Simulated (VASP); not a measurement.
# Ti15CO32 (a cell with a defect) in VASP: single point with PBE

Aim: the single point of Ti15CO32 (a cell with a defect) with PBE.

All numbers are computed with VASP 6.6.1; they aren't measurements. Logs are shortened: lines on timing, memory, paths and dates and some standing lists are left out, and cuts for length are marked.

## Step 1: The cell of the first run

The cell holds a defect, 48 atoms: a = 8.673 Å, b = 8.673 Å, c = 8.673 Å, α = 116.79°, β = 100.95°, γ = 111.05°.

## Step 2: Single point, PBE

Contents of INCAR:

```
PREC = Accurate ; ENCUT = 520
EDIFF = 1E-6 ; ISMEAR = -1
SIGMA = 0.01 ; LREAL = Auto
LASPH = True ; NELM = 100
ALGO = Normal ; ISIF = 2
LWAVE = False ; LCHARG = False
GGA = PE ; NBANDS = 218
```

Contents of KPOINTS:

```
Automatic mesh
0
Gamma
  3 3 3
```

Contents of POSCAR:

```
Ti15CO32
1.0
   -4.5453495500      5.5196194400      4.9091968600
    4.5453495500     -5.5196194400      4.9091968600
    4.5453495500      5.5196194400     -4.9091968600
C Ti O
1 15 32
Direct
    0.7938970301      0.6250000000      0.6688970301
    0.2169115061      0.1250000000      0.5919115061
    0.1910890734      0.6250000000      0.0660890734
    0.7115457875      0.1250000000      0.0865457875
    0.5362449141      0.1269661754      0.4104960202
    0.0580567915      0.6259900693      0.4000089925
    0.0335298448      0.1230338246      0.9092787387
    0.5240189231      0.6240099307      0.9320667221
    0.3163847393      0.3948510655      0.4295876739
    0.7847366084      0.8551489345      0.4215336738
    0.7816186742      0.3739230795      0.9097619692
    0.2858388898      0.8760769205      0.9076955947
    0.4542453992      0.3676898214      0.0895707753
    0.9741743023      0.9001669393      0.1119263163
    0.9617593769      0.3498330607      0.5740073630
    0.4718809539      0.8823101786      0.5865555778
    0.3505567393      0.4081482087      0.6780535746
    0.8583188801      0.9265882195      0.6754784193
    0.8494980769      0.4054248790      0.1744648600
    0.3457924866      0.9025749955      0.1688154237
    0.8675898605      0.5871787665      0.5693126212
    0.4018743203      0.0738152499      0.5558848637
    0.3908282149      0.5727636983      0.0543082528
    0.8970021586      0.0669049267      0.0529638351
    0.7321338546      0.6628212335      0.7804110939
    0.2320696139      0.1761847501      0.8280590704
    0.2315445544      0.6772363017      0.3180645166
    0.7360589084      0.1830950733      0.3300972320
    0.4988901998      0.3234117805      0.4317306607
    0.0199053659      0.8418517913      0.4424085306
    0.0162404282      0.3474250045      0.9432174910
    0.5190399810      0.8445751210      0.9440731979
    0.4687969871      0.6618259699      0.5580331499
    0.9865477742      0.1505284841      0.5525720888
    0.9743252648      0.6552511154      0.0491445090
    0.4828053321      0.1529512036      0.0551228073
    0.2685912498      0.3272009614      0.1770836226
    0.7666406334      0.8189606119      0.1612514313
    0.7686866828      0.3252256956      0.6720795382
    0.2607921224      0.8233203324      0.6695147224
    0.0922908195      0.4310393881      0.4476800215
    0.5998826612      0.9227990386      0.4413902884
    0.5961943900      0.4266796676      0.9374717901
    0.0968538425      0.9247743044      0.9434609872
    0.6462071800      0.5881740301      0.3069710172
    0.1520436048      0.0994715159      0.3360192901
    0.1438933937      0.5947488846      0.8190741494
    0.6521716037      0.0970487964      0.8298541285
```

Potentials or basis: VASP PAW PBE potentials, release 64 (C, Ti_sv, O).

Command:

```sh
> cat potpaw_PBE.64/C/POTCAR potpaw_PBE.64/Ti_sv/POTCAR potpaw_PBE.64/O/POTCAR > POTCAR
> mpirun -np 1 vasp_std > vasp.out
```

OUTCAR:

```text
PREC = Accurate
   ENCUT = 520
   EDIFF = 1E-6
   ISMEAR = -1
   LREAL = Auto
   LASPH = True
   NELM = 100
   ISIF = 2
   GGA = PE

 ion  position               nearest neighbor table
   1  0.794  0.625  0.669-  25 1.17  21 1.17
   2  0.217  0.125  0.592-  26 1.86  22 1.86  30 1.98  17 1.98  46 2.07  34 2.07
   3  0.191  0.625  0.066-  31 1.92  20 1.92  23 1.95  27 1.95  35 1.98  47 1.98
   4  0.712  0.125  0.087-  24 1.89  28 1.89  19 1.95  32 1.95  36 2.07  48 2.07
   5  0.536  0.127  0.410-  29 1.78  20 1.90  22 1.96  28 1.97  39 2.10  42 2.14
   6  0.058  0.626  0.400-  27 1.78  19 1.89  30 1.90  41 2.02  40 2.04  21 2.44
   7  0.034  0.123  0.909-  18 1.78  31 1.90  26 1.96  24 1.97  44 2.10  37 2.14
   8  0.524  0.624  0.932-  23 1.78  32 1.89  17 1.90  38 2.02  43 2.04  25 2.44
   9  0.316  0.395  0.430-  33 1.81  29 1.90  37 1.91  17 2.06  46 2.08  41 2.10
  10  0.785  0.855  0.422-  45 1.81  18 1.90  42 1.91  30 2.06  34 2.08  38 2.10
  11  0.782  0.374  0.910-  43 1.85  39 1.88  48 1.94  35 1.96  31 2.11  19 2.12
  12  0.286  0.876  0.908-  40 1.85  44 1.88  36 1.94  47 1.96  20 2.11  32 2.12
  13  0.454  0.368  0.090-  45 1.80  36 1.86  37 1.89  26 2.06  43 2.07  23 2.17
  14  0.974  0.900  0.112-  46 1.75  38 1.89  35 1.94  44 2.01  24 2.01
  15  0.962  0.350  0.574-  34 1.75  41 1.89  47 1.94  39 2.01  28 2.01
  16  0.472  0.882  0.587-  33 1.80  48 1.86  42 1.89  22 2.06  40 2.07  27 2.17
  17  0.351  0.408  0.678-   8 1.90   2 1.98   9 2.06
  18  0.858  0.927  0.675-   7 1.78  10 1.90
  19  0.849  0.405  0.174-   6 1.89   4 1.95  11 2.12
  20  0.346  0.903  0.169-   5 1.90   3 1.92  12 2.11
  21  0.868  0.587  0.569-   1 1.17   6 2.44
  22  0.402  0.074  0.556-   2 1.86   5 1.96  16 2.06
  23  0.391  0.573  0.054-   8 1.78   3 1.95  13 2.17
  24  0.897  0.067  0.053-   4 1.89   7 1.97  14 2.01
  25  0.732  0.663  0.780-   1 1.17   8 2.44
  26  0.232  0.176  0.828-   2 1.86   7 1.96  13 2.06
  27  0.232  0.677  0.318-   6 1.78   3 1.95  16 2.17
  28  0.736  0.183  0.330-   4 1.89   5 1.97  15 2.01
  29  0.499  0.323  0.432-   5 1.78   9 1.90
  30  0.020  0.842  0.442-   6 1.90   2 1.98  10 2.06
  31  0.016  0.347  0.943-   7 1.90   3 1.92  11 2.11
  32  0.519  0.845  0.944-   8 1.89   4 1.95  12 2.12
  33  0.469  0.662  0.558-  16 1.80   9 1.81
  34  0.987  0.151  0.553-  15 1.75   2 2.07  10 2.08
  35  0.974  0.655  0.049-  14 1.94  11 1.96   3 1.98
  36  0.483  0.153  0.055-  13 1.86  12 1.94   4 2.07
  37  0.269  0.327  0.177-  13 1.89   9 1.91   7 2.14
  38  0.767  0.819  0.161-  14 1.89   8 2.02  10 2.10
  39  0.769  0.325  0.672-  11 1.88  15 2.01   5 2.10
  40  0.261  0.823  0.670-  12 1.85   6 2.04  16 2.07
  41  0.092  0.431  0.448-  15 1.89   6 2.02   9 2.10
  42  0.600  0.923  0.441-  16 1.89  10 1.91   5 2.14
  43  0.596  0.427  0.937-  11 1.85   8 2.04  13 2.07
  44  0.097  0.925  0.943-  12 1.88  14 2.01   7 2.10
  45  0.646  0.588  0.307-  13 1.80  10 1.81
  46  0.152  0.099  0.336-  14 1.75   2 2.07   9 2.08
  47  0.144  0.595  0.819-  15 1.94  12 1.96   3 1.98
  48  0.652  0.097  0.830-  16 1.86  11 1.94   4 2.07

  LATTYP: Found a body centered orthorhombic cell.
 ALAT       =     9.0906991000
 B/A-ratio  =     1.0800482572
 C/A-ratio  =     1.2143443269

  Lattice vectors:

 A1 = (  -4.5453495500,  -5.5196194400,   4.9091968600)
 A2 = (   4.5453495500,  -5.5196194400,  -4.9091968600)
 A3 = (   4.5453495500,   5.5196194400,   4.9091968600)

Analysis of symmetry for initial positions (statically):
=====================================================================
 Subroutine PRICEL returns:
 Original cell was already a primitive cell.

 Routine SETGRP: Setting up the symmetry group for a
 body centered orthorhombic supercell.

 Subroutine GETGRP returns: Found  2 space group operations
 (whereof  1 operations were pure point group operations)
 out of a pool of  8 trial point group operations.

The static configuration has the point symmetry C_1 .
 The point group associated with its full space group is C_2 .

Analysis of symmetry for dynamics (positions and initial velocities):
=====================================================================
 Subroutine PRICEL returns:
 Original cell was already a primitive cell.

 Routine SETGRP: Setting up the symmetry group for a
 body centered orthorhombic supercell.

 Subroutine GETGRP returns: Found  2 space group operations
[... 126 lines left out ...]

 KPOINTS: Automatic mesh

Automatic generation of k-mesh.
 Grid dimensions read from file:
 generate k-points for:    3    3    3

 Generating k-lattice:

  Cartesian coordinates                     Fractional coordinates (reciprocal lattice)
     0.000000000  0.030195318  0.033949885     0.333333333  0.000000000  0.000000000
     0.036667514  0.000000000  0.033949885     0.000000000  0.333333333  0.000000000
     0.036667514  0.030195318  0.000000000     0.000000000  0.000000000  0.333333333

  Length of vectors
     0.045435140  0.049971004  0.047500145

  Shift w.r.t. Gamma in fractional coordinates (k-lattice)
     0.000000000  0.000000000  0.000000000

 Subroutine IBZKPT returns following result:
 ===========================================

 Found     10 irreducible k-points:

 Following reciprocal coordinates:
            Coordinates               Weight
  0.000000  0.000000  0.000000      1.000000
  0.333333 -0.000000  0.000000      4.000000
 -0.000000  0.333333  0.000000      2.000000
 -0.333333  0.000000  0.333333      2.000000
  0.333333  0.333333  0.000000      4.000000
  0.333333  0.000000  0.333333      4.000000
 -0.333333  0.333333  0.000000      4.000000
 -0.333333  0.333333  0.333333      2.000000
  0.333333 -0.333333  0.333333      2.000000
 -0.333333 -0.333333  0.333333      2.000000
   k-points           NKPTS =     10   k-points in BZ     NKDIM =     10   number of bands    NBANDS=    218
   number of dos      NEDOS =    301   number of ions     NIONS =     48
   total plane-waves  NPLWV = 343000
   dimension x,y,z NGX =    70 NGY =   70 NGZ =   70
   dimension x,y,z NGXF=   140 NGYF=  140 NGZF=  140
   ions per type =               1  15  32
   NGX,Y,Z   is equivalent  to a cutoff of  13.42, 13.42, 13.42 a.u.
   NGXF,Y,Z  is equivalent  to a cutoff of  26.83, 26.83, 26.83 a.u.
 SYSTEM =  unknown system
   PREC   = accura    normal or accurate (medium, high low for compatibility)
   ISTART =      0    job   : 0-new  1-cont  2-samecut
   ICHARG =      2    charge: 1-file 2-atom 10-const
   ISPIN  =      1    spin polarized calculation?
   LNONCOLLINEAR =      F non collinear calculations
   LSORBIT =      F    spin-orbit coupling
   LASPH  =      T    aspherical Exc in radial PAW
   ENCUT  =  520.0 eV  38.22 Ry    6.18 a.u.  16.13 16.13 16.13*2*pi/ulx,y,z
   NELM   =    100;   NELMIN=  2; NELMDL= -5     # of ELM steps
   EDIFF  = 0.1E-05   stopping-criterion for ELM
   LREAL  =      T    real-space projection
   EDIFFG = 0.1E-04   stopping-criterion for IOM
   NSW    =      0    number of steps for IOM
   IBRION =     -1    ionic relax: 0-MD 1-quasi-New 2-CG
   NFREE  =      0    steps in history (QN), initial steepest desc. (CG)
   ISIF   =      2    stress and relaxation
   ISYM   =      2    0-nonsym 1-usesym 2-fastsym
   POTIM  = 0.5000    time-step for ionic-motion
   TEBEG  =    0.0;   TEEND  =   0.0 temperature during run
   PSTRESS=    0.0 pullay stress
   NELECT =     376.0000    total number of electrons
   NUPDOWN=      -1.0000    fix difference up-down
   EMIN   =  10.00;   EMAX   =-10.00  energy-range for DOS
   EFERMI =   0.00;   METHOD = LEGACY
   ISMEAR =    -1;   SIGMA  =   0.01  broadening in eV -4-tet -1-fermi 0-gaus
   EFERMI_NEDOS =   21; number of points for ismear=-14 and -15
   IALGO  =     38    algorithm
   IMIX   =      4    mixing-type and parameters
     AMIX     =   0.40;   BMIX     =  1.00
     AMIX_MAG =   1.60;   BMIX_MAG =  1.00
  volume/ion in A,a.u.               =      10.26        69.26
  Fermi-wavevector in a.u.,A,eV,Ry     =   1.496081  2.827183 30.453361  2.238259
  Thomas-Fermi vector in A             =   2.608143
   LORBIT       =      0    0 simple, 1 ext, 2 COOP (PROOUT), +10 PAW based schemes
   GGA     = PE    functional components
   LHFCALC =     F    Hartree Fock is set to
   AEXX    =    0.0000 exact exchange contribution
   IVDW    =     0    specifies the selected vdW correction
   LEPSILON=     F    determine dielectric tensor
   LRPA    =     F    only Hartree local field effects (RPA)
 non-spin polarized calculation
  energy-cutoff  :      520.00
  volume of cell :      492.66
 maximum number of plane-waves:     13312
 NGX is ok and might be reduce to    70
   NGX = 33   NGY = 33   NGZ = 33

 number of electron     376.0000024 magnetization

 Free energy of the ion-electron system (eV)
  ---------------------------------------------------
  ext. energy  EPLUGINS =         0.00000000
  ---------------------------------------------------
  free energy    TOTEN  =      -422.66317959 eV

  energy without entropy =     -422.66317959  energy(sigma->0) =     -422.66317959

 E-fermi :   4.6645     XC(G=0): -11.4051

 val. band max:        4.4080487067   @ k =   0.0000   0.0000   0.0000
 cond. band min:       7.1053308429   @ k =  -0.3333   0.0000   0.3333
 fundamental gap:      2.6972821362
 Fermi energy:         4.6645252690

 k-point     1 :       0.0000    0.0000    0.0000
  band No.  band energies     occupation
      1     -52.1156      2.00000
      2     -52.1005      2.00000
      3     -51.9807      2.00000
      4     -51.9330      2.00000
      5     -51.9329      2.00000
      6     -51.9281      2.00000
[... 2019 lines left out ...]
    199       7.5440      0.00000
    200       7.5617      0.00000
 [bands above 200 left out]

------------------------ aborting loop because EDIFF is reached ----------------------------------------

  FORCE on cell =-STRESS in cart. coord.  units (eV):
  Direction    XX          YY          ZZ          XY          YZ          ZX
  --------------------------------------------------------------------------------------
  -------------------------------------------------------------------------------------
  Total       23.6289760     22.4357247     24.5954332      0.0000000      0.0000000      1.6124201
  in kB       76.8437626     72.9631915     79.9867769      0.0000000      0.0000000      5.2437494
  external PRESSURE =      76.5979103 kB  Pullay stress =       0.0000000 kB

 VOLUME and BASIS-vectors are now :
 -----------------------------------------------------------------------------
  energy-cutoff  :      520.00
  volume of cell :      492.66
      direct lattice vectors                 reciprocal lattice vectors
    -4.545349550  5.519619440  4.909196860     0.000000000  0.090585955  0.101849654
     4.545349550 -5.519619440  4.909196860     0.110002541  0.000000000  0.101849654
     4.545349550  5.519619440 -4.909196860     0.110002541  0.090585955  0.000000000

 POSITION                                       TOTAL-FORCE (eV/Angst)
 -----------------------------------------------------------------------------------
      2.27267      4.62430      3.68190         0.000000     -0.085728      0.000000
      2.27267      3.77444     -1.22730         0.000000     -0.048713     -0.000000
      2.27267     -2.03024      3.68190         0.000000      0.004684     -0.000000
     -2.27267      3.71521      3.68190         0.000000     -0.028948      0.000000
      0.00553      4.52484      1.24063        -0.065515      0.075305     -0.038964
      4.39964     -0.92688      1.39440         0.061564      0.017648     -0.093051
[... 40 lines left out ...]
      5.77227      2.03243     -0.39486        -0.006888      0.002023      0.000293
      1.24875      7.64455     -0.39585         0.010077      0.029487     -0.006531
 -----------------------------------------------------------------------------------
    total drift:                                0.000001      0.037081     -0.000001

  FREE ENERGIE OF THE ION-ELECTRON SYSTEM (eV)
  ---------------------------------------------------
  free  energy   TOTEN  =      -422.6631795856 eV

  energy  without entropy=     -422.6631795856  energy(sigma->0) =     -422.66317959
```

It took 63 min on 1 thread of Intel Xeon Platinum 8488C (Sapphire Rapids), shared host; peak memory 1.1 GiB.

Results:

- Free energy: -422.6632 eV
- Pressure: 7.7 GPa
- Largest force: 0.616 eV/Å
- Band gap on the k mesh: 2.70 eV

Forces in eV/Å, atoms in the order of the input:
```
C    0.000 -0.086  0.000
Ti   0.000 -0.049  0.000
Ti   0.000  0.005  0.000
Ti   0.000 -0.029  0.000
Ti  -0.066  0.075 -0.039
Ti   0.062  0.018 -0.093
Ti   0.066  0.075  0.039
Ti  -0.062  0.018  0.093
Ti   0.012 -0.021 -0.084
Ti  -0.012 -0.021  0.084
Ti   0.011  0.044 -0.004
Ti  -0.011  0.044  0.004
Ti  -0.039 -0.054  0.009
Ti  -0.062 -0.064 -0.019
Ti   0.062 -0.064  0.019
Ti   0.039 -0.054 -0.009
O   -0.009 -0.028  0.005
O   -0.037 -0.019 -0.062
O   -0.010 -0.027 -0.001
O    0.007 -0.012  0.016
O   -0.503  0.041  0.353
O   -0.022  0.029  0.010
O    0.035  0.023 -0.074
O   -0.013  0.016  0.003
O    0.503  0.041 -0.353
O    0.022  0.029 -0.010
O   -0.035  0.023  0.074
O    0.013  0.016 -0.003
O    0.037 -0.019  0.062
O    0.009 -0.028 -0.005
O   -0.007 -0.012 -0.016
O    0.010 -0.027  0.001
O   -0.010  0.053  0.016
O   -0.062  0.065 -0.044
O    0.007  0.002  0.000
O   -0.010  0.029  0.007
O    0.006 -0.031 -0.026
O    0.029  0.005 -0.031
O   -0.020 -0.038  0.015
O   -0.018 -0.028  0.018
O   -0.029  0.005  0.031
O   -0.006 -0.031  0.026
O    0.018 -0.028 -0.018
O    0.020 -0.038 -0.015
O    0.010  0.053 -0.016
O    0.062  0.065  0.044
O   -0.007  0.002  0.000
O    0.010  0.029 -0.007
```

Levels at points of the mesh, in eV from the valence-band top:
```tsv
k point	band 184	band 185	band 186	band 187	band 188	band 189	band 190	band 191	band 192	band 193
(0.00, 0.00, 0.00)	-0.31	-0.28	-0.27	-0.08	0.00	2.74	2.78	2.84	2.85	2.87
```
